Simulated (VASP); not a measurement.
# Mg (Fm-3m) in VASP: further runs

Mg is run at these levels: LDA; tasks: single point.

Program: VASP 6.6.1. These are calculated values, not measurements. Logs are shortened: lines on timing, memory, paths and dates and some standing lists are left out, and cuts for length are marked.

## Step 1: The cell of the first run

Symmetry: Fm-3m, No. 225, cubic system. The conventional cell has a = 4.503 Å, b = 4.503 Å, c = 4.503 Å, α = 90.00°, β = 90.00°, γ = 90.00°. Within 4.2 Å of Mg (site symmetry m-3m) lie 12 Mg at 3.18 Å.

This isn't the form of Mg at room conditions, which is hcp.

## Step 2: Single point, LDA (22.83 Å³/atom)

Contents of INCAR:

```
SYSTEM = Mg
PREC = Accurate
ENCUT = 520
EDIFF = 1E-6
ISMEAR = -1
SIGMA = 0.03
LREAL = .FALSE.
LASPH = .TRUE.
NELM = 100
ALGO = Normal
ISIF = 2
LWAVE = .FALSE.
LCHARG = .TRUE.
GGA = CA
LELF = .TRUE.
LVHAR = .TRUE.
NBANDS = 7
```

Contents of KPOINTS:

```
regular mesh
0
G
  16 16 16
  0 0 0
```

Contents of POSCAR:

```
Mg
1.0
    0.0000000000      2.2517120548      2.2517120548
    2.2517120548      0.0000000000      2.2517120548
    2.2517120548      2.2517120548      0.0000000000
Mg
1
Direct
    0.0000000000      0.0000000000      0.0000000000
```

Potentials or basis: VASP PAW LDA potentials, release 64 (Mg).

Run with:

```console
$ cat potpaw_LDA.64/Mg/POTCAR > POTCAR
$ mpirun -np 1 vasp_std > vasp.out
```

OUTCAR:

```text
SYSTEM = Mg
   PREC = Accurate
   ENCUT = 520
   EDIFF = 1E-6
   ISMEAR = -1
   LREAL = .FALSE.
   LASPH = .TRUE.
   NELM = 100
   ISIF = 2
   GGA = CA

 ion  position               nearest neighbor table
   1  0.000  0.000  0.000-

  LATTYP: Found a face centered cubic cell.
 ALAT       =     4.5034241096

  Lattice vectors:

 A1 = (   0.0000000000,   2.2517120548,   2.2517120548)
 A2 = (   2.2517120548,   0.0000000000,   2.2517120548)
 A3 = (   2.2517120548,   2.2517120548,   0.0000000000)

Analysis of symmetry for initial positions (statically):
=====================================================================
 Subroutine PRICEL returns:
 Original cell was already a primitive cell.

 Routine SETGRP: Setting up the symmetry group for a
 face centered cubic supercell.

 Subroutine GETGRP returns: Found 48 space group operations
 (whereof 48 operations were pure point group operations)
 out of a pool of 48 trial point group operations.

The static configuration has the point symmetry O_h .

Analysis of symmetry for dynamics (positions and initial velocities):
=====================================================================
 Subroutine PRICEL returns:
 Original cell was already a primitive cell.

 Routine SETGRP: Setting up the symmetry group for a
 face centered cubic supercell.

 Subroutine GETGRP returns: Found 48 space group operations
 (whereof 48 operations were pure point group operations)
 out of a pool of 48 trial point group operations.

The dynamic configuration has the point symmetry O_h .

 Subroutine INISYM returns: Found 48 space group operations
 (whereof 48 operations are pure point group operations),
 and found     1 'primitive' translations

----------------------------------------------------------------------------------------

                                     Primitive cell

  volume of cell :      22.8333

  direct lattice vectors                    reciprocal lattice vectors
     0.000000000  2.251712055  2.251712055    -0.222053259  0.222053259  0.222053259
     2.251712055  0.000000000  2.251712055     0.222053259 -0.222053259  0.222053259
     2.251712055  2.251712055  0.000000000     0.222053259  0.222053259 -0.222053259

  length of vectors
     3.184401726  3.184401726  3.184401726     0.384607526  0.384607526  0.384607526

  position of ions in fractional coordinates (direct lattice)
     0.000000000  0.000000000  0.000000000

  ion indices of the primitive-cell ions
   primitive index   ion index
                 1           1

----------------------------------------------------------------------------------------

 KPOINTS: regular mesh

Automatic generation of k-mesh.
 Grid dimensions read from file:
 generate k-points for:   16   16   16

 Generating k-lattice:

  Cartesian coordinates                     Fractional coordinates (reciprocal lattice)
    -0.013878329  0.013878329  0.013878329     0.062500000  0.000000000  0.000000000
     0.013878329 -0.013878329  0.013878329     0.000000000  0.062500000  0.000000000
     0.013878329  0.013878329 -0.013878329     0.000000000  0.000000000  0.062500000

  Length of vectors
     0.024037970  0.024037970  0.024037970

  Shift w.r.t. Gamma in fractional coordinates (k-lattice)
     0.000000000  0.000000000  0.000000000

 Subroutine IBZKPT returns following result:
 ===========================================

 Found    145 irreducible k-points:

 Following reciprocal coordinates:
            Coordinates               Weight
  0.000000  0.000000  0.000000      1.000000
  0.062500  0.000000  0.000000      8.000000
  0.125000  0.000000  0.000000      8.000000
  0.187500  0.000000  0.000000      8.000000
  0.250000  0.000000  0.000000      8.000000
  0.312500  0.000000  0.000000      8.000000
[... 16 lines left out ...]
 -0.125000  0.062500  0.000000     24.000000
 -0.062500  0.062500  0.000000     12.000000
 [... further k-points ...]
   k-points           NKPTS =    145   k-points in BZ     NKDIM =    145   number of bands    NBANDS=      7
   number of dos      NEDOS =    301   number of ions     NIONS =      1
   total plane-waves  NPLWV =  13824
   dimension x,y,z NGX =    24 NGY =   24 NGZ =   24
   dimension x,y,z NGXF=    48 NGYF=   48 NGZF=   48
   ions per type =               1
   NGX,Y,Z   is equivalent  to a cutoff of  12.53, 12.53, 12.53 a.u.
   NGXF,Y,Z  is equivalent  to a cutoff of  25.06, 25.06, 25.06 a.u.
 SYSTEM =  Mg
   PREC   = accura    normal or accurate (medium, high low for compatibility)
   ISTART =      0    job   : 0-new  1-cont  2-samecut
   ICHARG =      2    charge: 1-file 2-atom 10-const
   ISPIN  =      1    spin polarized calculation?
   LNONCOLLINEAR =      F non collinear calculations
   LSORBIT =      F    spin-orbit coupling
   LASPH  =      T    aspherical Exc in radial PAW
   ENCUT  =  520.0 eV  38.22 Ry    6.18 a.u.   5.92  5.92  5.92*2*pi/ulx,y,z
   NELM   =    100;   NELMIN=  2; NELMDL= -5     # of ELM steps
   EDIFF  = 0.1E-05   stopping-criterion for ELM
   LREAL  =      F    real-space projection
   EDIFFG = 0.1E-04   stopping-criterion for IOM
   NSW    =      0    number of steps for IOM
   IBRION =     -1    ionic relax: 0-MD 1-quasi-New 2-CG
   NFREE  =      0    steps in history (QN), initial steepest desc. (CG)
   ISIF   =      2    stress and relaxation
   ISYM   =      2    0-nonsym 1-usesym 2-fastsym
   POTIM  = 0.5000    time-step for ionic-motion
   TEBEG  =    0.0;   TEEND  =   0.0 temperature during run
   PSTRESS=    0.0 pullay stress
   NELECT =       2.0000    total number of electrons
   NUPDOWN=      -1.0000    fix difference up-down
   EMIN   =  10.00;   EMAX   =-10.00  energy-range for DOS
   EFERMI =   0.00;   METHOD = LEGACY
   ISMEAR =    -1;   SIGMA  =   0.03  broadening in eV -4-tet -1-fermi 0-gaus
   EFERMI_NEDOS =   21; number of points for ismear=-14 and -15
   IALGO  =     38    algorithm
   IMIX   =      4    mixing-type and parameters
     AMIX     =   0.40;   BMIX     =  1.00
     AMIX_MAG =   1.60;   BMIX_MAG =  1.00
  volume/ion in A,a.u.               =      22.83       154.09
  Fermi-wavevector in a.u.,A,eV,Ry     =   0.727046  1.373918  7.191987  0.528596
  Thomas-Fermi vector in A             =   1.818172
   LORBIT       =      0    0 simple, 1 ext, 2 COOP (PROOUT), +10 PAW based schemes
   GGA     = CA    functional components
   LHFCALC =     F    Hartree Fock is set to
   AEXX    =    0.0000 exact exchange contribution
   IVDW    =     0    specifies the selected vdW correction
   LEPSILON=     F    determine dielectric tensor
   LRPA    =     F    only Hartree local field effects (RPA)
 non-spin polarized calculation
  energy-cutoff  :      520.00
  volume of cell :       22.83
 maximum number of plane-waves:       636
   NGX = 11   NGY = 11   NGZ = 11

 number of electron       2.0000000 magnetization

 Free energy of the ion-electron system (eV)
  ---------------------------------------------------
  ext. energy  EPLUGINS =         0.00000000
  ---------------------------------------------------
  free energy    TOTEN  =        -1.78739149 eV

  energy without entropy =       -1.78574355  energy(sigma->0) =       -1.78656752

 E-fermi :   2.4720     XC(G=0):  -8.6974

 val. band max:        2.4238113823   @ k =  -0.3750   0.1875   0.0625
 cond. band min:       2.4818213175   @ k =  -0.3750   0.4375   0.1250
 fundamental gap:      0.0580099352
 Fermi energy:         2.4719526502

 k-point     1 :       0.0000    0.0000    0.0000
  band No.  band energies     occupation
      1      -4.4456      2.00000
      2      14.8242      0.00000
      3      14.8242      0.00000
      4      14.8242      0.00000
      5      16.6468      0.00000
      6      16.6468      0.00000
      7      16.6468      0.00000

 k-point     2 :       0.0625    0.0000    0.0000
  band No.  band energies     occupation
      1      -4.3585      2.00000
      2      13.4346      0.00000
      3      14.6075      0.00000
      4      14.6075      0.00000
      5      16.7893      0.00000
      6      17.0088      0.00000
      7      17.0088      0.00000

 k-point     3 :       0.1250    0.0000    0.0000
  band No.  band energies     occupation
      1      -4.0979      2.00000
      2      11.3891      0.00000
      3      14.2162      0.00000
      4      14.2162      0.00000
      5      16.5632      0.00000
      6      17.8266      0.00000
      7      17.8266      0.00000

 k-point     4 :       0.1875    0.0000    0.0000
  band No.  band energies     occupation
      1      -3.6650      2.00000
      2       9.3609      0.00000
      3      13.8718      0.00000
      4      13.8718      0.00000
      5      16.2860      0.00000
      6      17.8507      0.00000
      7      17.8507      0.00000

 k-point     5 :       0.2500    0.0000    0.0000
  band No.  band energies     occupation
      1      -3.0622      2.00000
      2       7.4277      0.00000
      3      13.6352      0.00000
      4      13.6352      0.00000
      5      16.0697      0.00000
      6      16.8528      0.00000
      7      16.8528      0.00000
[... 161 lines left out ...]
 k-point    22 :      -0.1875    0.0625    0.0000
  band No.  band energies     occupation
      1      -3.4061      2.00000
      2       8.7523      0.00000
      3      12.2093      0.00000
      4      14.8358      0.00000
      5      16.5513      0.00000
      6      16.8288      0.00000
      7      17.7692      0.00000

 k-point    23 :      -0.1250    0.0625    0.0000
  band No.  band energies     occupation
      1      -3.8956      2.00000
      2      10.7130      0.00000
      3      12.5965      0.00000
      4      15.0411      0.00000
      5      17.0577      0.00000
      6      17.3530      0.00000
      7      17.6803      0.00000

 k-point    24 :      -0.0625    0.0625    0.0000
  band No.  band energies     occupation
      1      -4.2136      2.00000
      2      12.5239      0.00000
      3      13.2937      0.00000
      4      15.0493      0.00000
      5      16.8151      0.00000
      6      17.1109      0.00000
      7      17.6823      0.00000

 [... further k-points ...]
[... 5 lines left out ...]
  --------------------------------------------------------------------------------------
  -------------------------------------------------------------------------------------
  Total       -0.2824650     -0.2824650     -0.2824650     -0.0000000      0.0000000     -0.0000000
  in kB      -19.8201359    -19.8201359    -19.8201359     -0.0000000      0.0000000     -0.0000000
  external PRESSURE =     -19.8201359 kB  Pullay stress =       0.0000000 kB

 VOLUME and BASIS-vectors are now :
 -----------------------------------------------------------------------------
  energy-cutoff  :      520.00
  volume of cell :       22.83
      direct lattice vectors                 reciprocal lattice vectors
     0.000000000  2.251712055  2.251712055    -0.222053259  0.222053259  0.222053259
     2.251712055  0.000000000  2.251712055     0.222053259 -0.222053259  0.222053259
     2.251712055  2.251712055  0.000000000     0.222053259  0.222053259 -0.222053259

 POSITION                                       TOTAL-FORCE (eV/Angst)
 -----------------------------------------------------------------------------------
      0.00000      0.00000      0.00000         0.000000      0.000000      0.000000
 -----------------------------------------------------------------------------------
    total drift:                               -0.000000      0.000000      0.000000

  FREE ENERGIE OF THE ION-ELECTRON SYSTEM (eV)
  ---------------------------------------------------
  free  energy   TOTEN  =        -1.7873914904 eV

  energy  without entropy=       -1.7857435516  energy(sigma->0) =       -1.78656752
```

Wall time 8 s (1 thread of Intel Xeon Platinum 8259CL at 2.50GHz (Skylake/Cascade Lake), shared host); peak memory 0.14 GiB.

What came out:

- Free energy: -1.7874 eV
- Pressure: -2.0 GPa
- Band gap on the k mesh: zero (bands 1 and 2 overlap by 2.78 eV)

Levels at points of the mesh, in eV from the Fermi level:
| k point | band 1 | band 2 | band 3 | band 4 |
| --- | --- | --- | --- | --- |
| (0.00, 0.00, 0.00) | -6.92 | 12.35 | 12.35 | 12.35 |
| (0.50, 0.00, 0.00) | -1.66 | -1.31 | 11.29 | 11.29 |
| (0.50, 0.50, 0.00) | -0.20 | 0.80 | 6.15 | 6.92 |

## Step 3: Single point, LDA (23.51 Å³/atom)

This run uses another cell than the first one, of 23.51 Å³/atom.

Edit INCAR of step 2 so:

```diff
@@ -12,6 +12,4 @@
 LWAVE = .FALSE.
-LCHARG = .TRUE.
+LCHARG = .FALSE.
 GGA = CA
-LELF = .TRUE.
-LVHAR = .TRUE.
 NBANDS = 7
```

Contents of KPOINTS:

```
Automatic mesh
0
G
  16 16 16
  0 0 0
```

Contents of POSCAR:

```
Mg
1.0
    0.0000000000      2.2737890710      2.2737890710
    2.2737890710      0.0000000000      2.2737890710
    2.2737890710      2.2737890710      0.0000000000
Mg
1
Direct
    0.0000000000      0.0000000000      0.0000000000
```

Potentials or basis: VASP PAW LDA potentials, release 64 (Mg).

Run with:

```console
$ cat potpaw_LDA.64/Mg/POTCAR > POTCAR
$ mpirun -np 1 vasp_std > vasp.out
```

Wall time 7.6 s (1 thread of Intel Xeon Platinum 8259CL at 2.50GHz (Skylake/Cascade Lake), shared host); peak memory 0.14 GiB.

The run converged. Its results:

```
Free energy            : -1.7771 eV
Pressure               : -2.9 GPa
Band gap on the k mesh : zero (bands 1 and 2 overlap by 2.76 eV)
```

Levels at points of the mesh, in eV from the Fermi level:
```csv
k point,band 1,band 2,band 3,band 4
"(0.00, 0.00, 0.00)",-6.80,12.17,12.17,12.17
"(0.50, 0.00, 0.00)",-1.62,-1.31,11.13,11.13
"(0.50, 0.50, 0.00)",-0.19,0.78,6.10,6.77
```
